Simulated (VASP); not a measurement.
# Te3Pd (Pm-3m) in VASP: further runs

Te3Pd is run at these levels: PBE; tasks: single point, relaxation of cell and atoms.

All numbers are computed with VASP 6.6.1; they aren't measurements. Logs are shortened: lines on timing, memory, paths and dates and some standing lists are left out, and cuts for length are marked.

### 1 The cell of the first run

Symmetry: Pm-3m, No. 221, cubic system. Conventional cell: a = 4.662 Å, b = 4.662 Å, c = 4.662 Å, α = 90.00°, β = 90.00°, γ = 90.00°. Te (site symmetry 4/mmm) has 8 Te at 3.30 Å and 4 Pd at 3.30 Å within 4.3 Å. Pd (site symmetry m-3m) has 12 Te at 3.30 Å within 4.3 Å.

### 2 Single point, PBE

INCAR reads:

```
  ALGO = Normal
  EDIFF = 1E-6
  ENCUT = 520
  GGA = PE
  ISIF = 2
  ISMEAR = 0
  LASPH = T
  LCHARG = F
  LREAL = F
  LWAVE = F
  NBANDS = 22
  NELM = 80
  PREC = Accurate
  SIGMA = 0.1
```

KPOINTS reads:

```
k-points
0
Gamma
  10 10 10
```

POSCAR reads:

```
Te3Pd
1.0
    4.6624434151      0.0000000000      0.0000000000
    0.0000000000      4.6624434151      0.0000000000
    0.0000000000      0.0000000000      4.6624434151
Te Pd
3 1
Direct
    0.0000000000      0.5000000000      0.5000000000
    0.5000000000      0.0000000000      0.5000000000
    0.5000000000      0.5000000000      0.0000000000
    0.0000000000      0.0000000000      0.0000000000
```

Potentials or basis: VASP PAW PBE potentials, release 64 (Te, Pd).

The run is started by

```sh
$ cat potpaw_PBE.64/Te/POTCAR potpaw_PBE.64/Pd/POTCAR > POTCAR
$ mpirun -np 1 vasp_std > vasp.out
```

OUTCAR:

```text
EDIFF = 1E-6
   ENCUT = 520
   GGA = PE
   ISIF = 2
   ISMEAR = 0
   LASPH = T
   LREAL = F
   NELM = 80
   PREC = Accurate

 ion  position               nearest neighbor table
   1  0.000  0.500  0.500-   2 3.30   3 3.30   4 3.30   3 3.30   4 3.30   2 3.30   4 3.30   4 3.30
                             2 3.30   3 3.30   3 3.30   2 3.30
   2  0.500  0.000  0.500-   1 3.30   3 3.30   4 3.30   3 3.30   4 3.30   1 3.30   3 3.30   3 3.30
                             1 3.30   4 3.30   4 3.30   1 3.30
   3  0.500  0.500  0.000-   1 3.30   2 3.30   4 3.30   1 3.30   2 3.30   2 3.30   4 3.30   2 3.30
                             1 3.30   4 3.30   1 3.30   4 3.30
   4  0.000  0.000  0.000-   1 3.30   2 3.30   3 3.30   1 3.30   2 3.30   1 3.30   3 3.30   1 3.30
                             2 3.30   3 3.30   2 3.30   3 3.30

  LATTYP: Found a simple cubic cell.
 ALAT       =     4.6624434151

  Lattice vectors:

 A1 = (   4.6624434151,   0.0000000000,   0.0000000000)
 A2 = (   0.0000000000,   4.6624434151,   0.0000000000)
 A3 = (   0.0000000000,   0.0000000000,   4.6624434151)

Analysis of symmetry for initial positions (statically):
=====================================================================
 Subroutine PRICEL returns:
 Original cell was already a primitive cell.

 Routine SETGRP: Setting up the symmetry group for a
 simple cubic supercell.

 Subroutine GETGRP returns: Found 48 space group operations
 (whereof 48 operations were pure point group operations)
 out of a pool of 48 trial point group operations.

The static configuration has the point symmetry O_h .

Analysis of symmetry for dynamics (positions and initial velocities):
=====================================================================
 Subroutine PRICEL returns:
 Original cell was already a primitive cell.

 Routine SETGRP: Setting up the symmetry group for a
 simple cubic supercell.

 Subroutine GETGRP returns: Found 48 space group operations
 (whereof 48 operations were pure point group operations)
 out of a pool of 48 trial point group operations.

The dynamic configuration has the point symmetry O_h .

 Subroutine INISYM returns: Found 48 space group operations
 (whereof 48 operations are pure point group operations),
 and found     1 'primitive' translations

----------------------------------------------------------------------------------------

                                     Primitive cell

  volume of cell :     101.3540

  direct lattice vectors                    reciprocal lattice vectors
     4.662443415  0.000000000  0.000000000     0.214479815  0.000000000  0.000000000
     0.000000000  4.662443415  0.000000000     0.000000000  0.214479815  0.000000000
     0.000000000  0.000000000  4.662443415     0.000000000  0.000000000  0.214479815

  length of vectors
     4.662443415  4.662443415  4.662443415     0.214479815  0.214479815  0.214479815

  position of ions in fractional coordinates (direct lattice)
     0.000000000  0.500000000  0.500000000
     0.500000000  0.000000000  0.500000000
     0.500000000  0.500000000  0.000000000
     0.000000000  0.000000000  0.000000000

  ion indices of the primitive-cell ions
   primitive index   ion index
                 1           1
                 2           2
                 3           3
                 4           4

----------------------------------------------------------------------------------------

 KPOINTS: k-points

Automatic generation of k-mesh.
 Grid dimensions read from file:
 generate k-points for:   10   10   10

 Generating k-lattice:

  Cartesian coordinates                     Fractional coordinates (reciprocal lattice)
     0.021447981  0.000000000  0.000000000     0.100000000  0.000000000  0.000000000
     0.000000000  0.021447981  0.000000000     0.000000000  0.100000000  0.000000000
     0.000000000  0.000000000  0.021447981     0.000000000  0.000000000  0.100000000

  Length of vectors
     0.021447981  0.021447981  0.021447981

  Shift w.r.t. Gamma in fractional coordinates (k-lattice)
     0.000000000  0.000000000  0.000000000

 Subroutine IBZKPT returns following result:
 ===========================================

 Found     56 irreducible k-points:

 Following reciprocal coordinates:
            Coordinates               Weight
  0.000000  0.000000  0.000000      1.000000
  0.100000  0.000000  0.000000      6.000000
  0.200000  0.000000  0.000000      6.000000
  0.300000  0.000000  0.000000      6.000000
  0.400000  0.000000  0.000000      6.000000
  0.500000  0.000000  0.000000      3.000000
[... 16 lines left out ...]
  0.200000  0.100000  0.100000     24.000000
  0.300000  0.100000  0.100000     24.000000
 [... further k-points ...]
   k-points           NKPTS =     56   k-points in BZ     NKDIM =     56   number of bands    NBANDS=     22
   number of dos      NEDOS =    301   number of ions     NIONS =      4
   total plane-waves  NPLWV =  46656
   dimension x,y,z NGX =    36 NGY =   36 NGZ =   36
   dimension x,y,z NGXF=    72 NGYF=   72 NGZF=   72
   ions per type =               3   1
   NGX,Y,Z   is equivalent  to a cutoff of  12.84, 12.84, 12.84 a.u.
   NGXF,Y,Z  is equivalent  to a cutoff of  25.67, 25.67, 25.67 a.u.
 SYSTEM =  unknown system
   PREC   = accura    normal or accurate (medium, high low for compatibility)
   ISTART =      0    job   : 0-new  1-cont  2-samecut
   ICHARG =      2    charge: 1-file 2-atom 10-const
   ISPIN  =      1    spin polarized calculation?
   LNONCOLLINEAR =      F non collinear calculations
   LSORBIT =      F    spin-orbit coupling
   LASPH  =      T    aspherical Exc in radial PAW
   ENCUT  =  520.0 eV  38.22 Ry    6.18 a.u.   8.67  8.67  8.67*2*pi/ulx,y,z
   NELM   =     80;   NELMIN=  2; NELMDL= -5     # of ELM steps
   EDIFF  = 0.1E-05   stopping-criterion for ELM
   LREAL  =      F    real-space projection
   EDIFFG = 0.1E-04   stopping-criterion for IOM
   NSW    =      0    number of steps for IOM
   IBRION =     -1    ionic relax: 0-MD 1-quasi-New 2-CG
   NFREE  =      0    steps in history (QN), initial steepest desc. (CG)
   ISIF   =      2    stress and relaxation
   ISYM   =      2    0-nonsym 1-usesym 2-fastsym
   POTIM  = 0.5000    time-step for ionic-motion
   TEBEG  =    0.0;   TEEND  =   0.0 temperature during run
   PSTRESS=    0.0 pullay stress
   NELECT =      28.0000    total number of electrons
   NUPDOWN=      -1.0000    fix difference up-down
   EMIN   =  10.00;   EMAX   =-10.00  energy-range for DOS
   EFERMI =   0.00;   METHOD = LEGACY
   ISMEAR =     0;   SIGMA  =   0.10  broadening in eV -4-tet -1-fermi 0-gaus
   EFERMI_NEDOS =   21; number of points for ismear=-14 and -15
   IALGO  =     38    algorithm
   IMIX   =      4    mixing-type and parameters
     AMIX     =   0.40;   BMIX     =  1.00
     AMIX_MAG =   1.60;   BMIX_MAG =  1.00
  volume/ion in A,a.u.               =      25.34       170.99
  Fermi-wavevector in a.u.,A,eV,Ry     =   1.066221  2.014866 15.467476  1.136827
  Thomas-Fermi vector in A             =   2.201798
   LORBIT       =      0    0 simple, 1 ext, 2 COOP (PROOUT), +10 PAW based schemes
   GGA     = PE    functional components
   LHFCALC =     F    Hartree Fock is set to
   AEXX    =    0.0000 exact exchange contribution
   IVDW    =     0    specifies the selected vdW correction
   LEPSILON=     F    determine dielectric tensor
   LRPA    =     F    only Hartree local field effects (RPA)
 non-spin polarized calculation
 Gauss-broadening in eV      SIGMA  =   0.10
  energy-cutoff  :      520.00
  volume of cell :      101.35
 maximum number of plane-waves:      2800
 NGX is ok and might be reduce to    36
   NGX = 17   NGY = 17   NGZ = 17

 number of electron      28.0000004 magnetization

 Free energy of the ion-electron system (eV)
  ---------------------------------------------------
  ext. energy  EPLUGINS =         0.00000000
  ---------------------------------------------------
  free energy    TOTEN  =       -12.99973211 eV

  energy without entropy =      -12.97833463  energy(sigma->0) =      -12.98903337

 E-fermi :   8.3288     XC(G=0): -10.4915

 val. band max:        8.3278021468   @ k =   0.5000   0.5000   0.1000
 cond. band min:       8.3424489804   @ k =   0.5000   0.2000   0.1000
 fundamental gap:      0.0146468336
 Fermi energy:         8.3287925820

 k-point     1 :       0.0000    0.0000    0.0000
  band No.  band energies     occupation
      1      -5.7809      2.00000
      2      -1.6798      2.00000
      3      -1.6798      2.00000
      4       3.0860      2.00000
      5       3.0860      2.00000
      6       3.0860      2.00000
[... 14 lines left out ...]
     21      14.0095      0.00000
     22      14.1377      0.00000

 k-point     2 :       0.1000    0.0000    0.0000
  band No.  band energies     occupation
      1      -5.7240      2.00000
      2      -1.8615      2.00000
      3      -1.6636      2.00000
      4       3.1310      2.00000
      5       3.1310      2.00000
      6       3.2468      2.00000
[... 14 lines left out ...]
     21      14.3608      0.00000
     22      14.3616      0.00000

 k-point     3 :       0.2000    0.0000    0.0000
  band No.  band energies     occupation
      1      -5.5565      2.00000
      2      -2.3191      2.00000
      3      -1.6201      2.00000
      4       3.2576      2.00000
      5       3.2576      2.00000
      6       3.6561      2.00000
[... 14 lines left out ...]
     21      15.1109      0.00000
     22      15.1189      0.00000

 k-point     4 :       0.3000    0.0000    0.0000
  band No.  band energies     occupation
      1      -5.2917      2.00000
      2      -2.8904      2.00000
      3      -1.5642      2.00000
      4       3.4366      2.00000
      5       3.4366      2.00000
      6       4.1941      2.00000
[... 14 lines left out ...]
     21      15.1626      0.00000
     22      15.1626      0.00000

 k-point     5 :       0.4000    0.0000    0.0000
  band No.  band energies     occupation
      1      -4.9739      2.00000
      2      -3.4264      2.00000
      3      -1.5172      2.00000
      4       3.6077      2.00000
      5       3.6077      2.00000
      6       4.7684      2.00000
[... 14 lines left out ...]
     21      14.7070      0.00000
     22      14.7070      0.00000

 k-point     6 :       0.5000    0.0000    0.0000
  band No.  band energies     occupation
      1      -4.7845      2.00000
      2      -3.6937      2.00000
      3      -1.4987      2.00000
      4       3.6818      2.00000
      5       3.6818      2.00000
      6       4.8443      2.00000
[... 14 lines left out ...]
     21      14.5121      0.00000
     22      14.5121      0.00000

 k-point     7 :       0.1000    0.1000    0.0000
  band No.  band energies     occupation
      1      -5.6673      2.00000
      2      -1.9276      2.00000
      3      -1.7516      2.00000
      4       3.0314      2.00000
      5       3.1769      2.00000
      6       3.5549      2.00000
[... 324 lines left out ...]
      6       4.6114      2.00000
[... 14 lines left out ...]
     21      14.7875      0.00000
     22      16.2412      0.00000

 k-point    21 :       0.5000    0.5000    0.0000
  band No.  band energies     occupation
      1      -3.5828      2.00000
      2      -3.3591      2.00000
      3      -3.3591      2.00000
      4       2.1772      2.00000
      5       4.2378      2.00000
      6       4.8681      2.00000
[... 14 lines left out ...]
     21      14.7501      0.00000
     22      16.4519      0.00000

 k-point    22 :       0.1000    0.1000    0.1000
  band No.  band energies     occupation
      1      -5.6108      2.00000
      2      -1.9103      2.00000
      3      -1.9103      2.00000
      4       2.8208      2.00000
      5       3.5970      2.00000
      6       3.5970      2.00000
[... 14 lines left out ...]
     21      14.2037      0.00000
     22      14.9908      0.00000

 k-point    23 :       0.2000    0.1000    0.1000
  band No.  band energies     occupation
      1      -5.4445      2.00000
      2      -2.3236      2.00000
      3      -1.8636      2.00000
      4       2.7880      2.00000
      5       3.7155      2.00000
      6       4.1679      2.00000
[... 14 lines left out ...]
     21      14.5469      0.00000
     22      14.6251      0.00000

 k-point    24 :       0.3000    0.1000    0.1000
  band No.  band energies     occupation
      1      -5.1814      2.00000
      2      -2.8589      2.00000
      3      -1.8035      2.00000
      4       2.9517      2.00000
      5       3.8845      2.00000
      6       4.5800      2.00000
[... 14 lines left out ...]
     21      14.9153      0.00000
     22      15.3470      0.00000

 [... further k-points ...]
[... 5 lines left out ...]
  --------------------------------------------------------------------------------------
  -------------------------------------------------------------------------------------
  Total       -0.0604513     -0.0604513     -0.0604513      0.0000000      0.0000000      0.0000000
  in kB       -0.9555986     -0.9555986     -0.9555986      0.0000000      0.0000000      0.0000000
  external PRESSURE =      -0.9555986 kB  Pullay stress =       0.0000000 kB

 VOLUME and BASIS-vectors are now :
 -----------------------------------------------------------------------------
  energy-cutoff  :      520.00
  volume of cell :      101.35
      direct lattice vectors                 reciprocal lattice vectors
     4.662443415  0.000000000  0.000000000     0.214479815  0.000000000  0.000000000
     0.000000000  4.662443415  0.000000000     0.000000000  0.214479815  0.000000000
     0.000000000  0.000000000  4.662443415     0.000000000  0.000000000  0.214479815

 POSITION                                       TOTAL-FORCE (eV/Angst)
 -----------------------------------------------------------------------------------
      0.00000      2.33122      2.33122         0.000000      0.000000      0.000000
      2.33122      0.00000      2.33122         0.000000      0.000000      0.000000
      2.33122      2.33122      0.00000         0.000000      0.000000      0.000000
      0.00000      0.00000      0.00000         0.000000      0.000000      0.000000
 -----------------------------------------------------------------------------------
    total drift:                               -0.000000      0.000000      0.000000

  FREE ENERGIE OF THE ION-ELECTRON SYSTEM (eV)
  ---------------------------------------------------
  free  energy   TOTEN  =       -12.9997321069 eV

  energy  without entropy=      -12.9783346341  energy(sigma->0) =      -12.98903337
```

Wall time 62 s (1 thread of Intel Xeon Platinum 8375C at 2.90GHz (Ice Lake), shared host); peak memory 0.27 GiB.

What came out:

```yaml
Free_energy: -12.9997 eV
Pressure: -0.1 GPa
Band_gap_on_the_k_mesh: zero (band 14 reaches 10.23 eV, above the bottom of band 15 at 7.93 eV)
```

Caveat: spin-orbit coupling is left out, which moves the levels of the heavy elements.

### 3 Relaxation of cell and atoms, PBE

This run uses another cell than the first one, of 27.59 Å³/atom, 1.089 times its volume.

INCAR reads:

```
SYSTEM = Te3Pd
PREC = Accurate
ENCUT = 600
EDIFF = 1E-7
ISMEAR = 0
SIGMA = 0.1
LREAL = .FALSE.
LASPH = .TRUE.
NELM = 100
ALGO = Normal
ISIF = 3
LWAVE = .FALSE.
LCHARG = .FALSE.
GGA = PE
IBRION = 2
NSW = 100
EDIFFG = -0.01
```

KPOINTS reads:

```
regular mesh
0
G
  10 10 10
  0 0 0
```

POSCAR reads:

```
Te3Pd
1.0
    4.7968691976      0.0000000000      0.0000000000
    0.0000000000      4.7968691976      0.0000000000
    0.0000000000      0.0000000000      4.7968691976
Te Pd
3 1
Direct
    0.0000000000      0.5000000000      0.5000000000
    0.5000000000      0.0000000000      0.5000000000
    0.5000000000      0.5000000000      0.0000000000
    0.0000000000      0.0000000000      0.0000000000
```

Potentials or basis: VASP PAW PBE potentials, release 64 (Te, Pd).

The run is started by

```sh
$ cat potpaw_PBE.64/Te/POTCAR potpaw_PBE.64/Pd/POTCAR > POTCAR
$ mpirun -np 1 vasp_std > vasp.out
```

Run time: 3.5 min. Hardware: 1 thread of Intel Xeon Platinum 8375C at 2.90GHz (Ice Lake), shared host; peak memory 0.35 GiB.

It converged, with:

```
Free energy                            : -13.0004 eV
Relaxed volume                         : 25.29 Å³/atom
Relaxed cell                           : a = 4.659 Å, b = 4.659 Å, c = 4.659 Å, α = 90.00°, β = 90.00°, γ = 90.00°
Space group after relaxing (to 0.05 Å) : Pm-3m (No. 221)
Energy gained by relaxing              : 33.0 meV/atom
Ionic steps                            : 3
Pressure after relaxing                : 0.0 GPa
Band gap on the k mesh                 : zero (band 14 reaches 10.27 eV, above the bottom of band 15 at 7.95 eV)
```

Step by step:
```tsv
step	energy change (eV)	largest force (eV/Å)	pressure (GPa)	volume (Å³)
1	0.0000	0.0000	-4.23	110.38
2	-0.1243	0.0000	1.24	99.15
3	-0.1319	0.0000	0.02	101.14
```

Final structure:
```cif
data_structure
_symmetry_space_group_name_H-M 'P 1'
_symmetry_Int_Tables_number 1
_cell_length_a 4.6592
_cell_length_b 4.6592
_cell_length_c 4.6592
_cell_angle_alpha 90.000
_cell_angle_beta 90.000
_cell_angle_gamma 90.000
_cell_volume 101.14
loop_
_atom_site_label
_atom_site_type_symbol
_atom_site_fract_x
_atom_site_fract_y
_atom_site_fract_z
_atom_site_occupancy
Te1 Te 0.00000 0.50000 0.50000 1
Te2 Te 0.50000 0.00000 0.50000 1
Te3 Te 0.50000 0.50000 0.00000 1
Pd1 Pd 0.00000 0.00000 0.00000 1
```

Levels at points of the mesh, in eV from the Fermi level:
| k point | band 12 | band 13 | band 14 | band 15 | band 16 | band 17 |
| --- | --- | --- | --- | --- | --- | --- |
| (0.00, 0.00, 0.00) | -0.79 | -0.79 | -0.79 | -0.41 | 1.29 | 1.29 |
| (0.50, 0.00, 0.00) | -1.75 | -1.45 | -1.45 | 0.03 | 1.27 | 1.27 |
| (0.50, 0.50, 0.00) | -1.78 | -1.68 | -0.22 | -0.22 | 1.73 | 2.48 |
| (0.50, 0.50, 0.50) | -1.67 | -0.98 | 1.91 | 1.91 | 2.20 | 2.20 |

Caveat: spin-orbit coupling is left out, which moves the levels of the heavy elements.
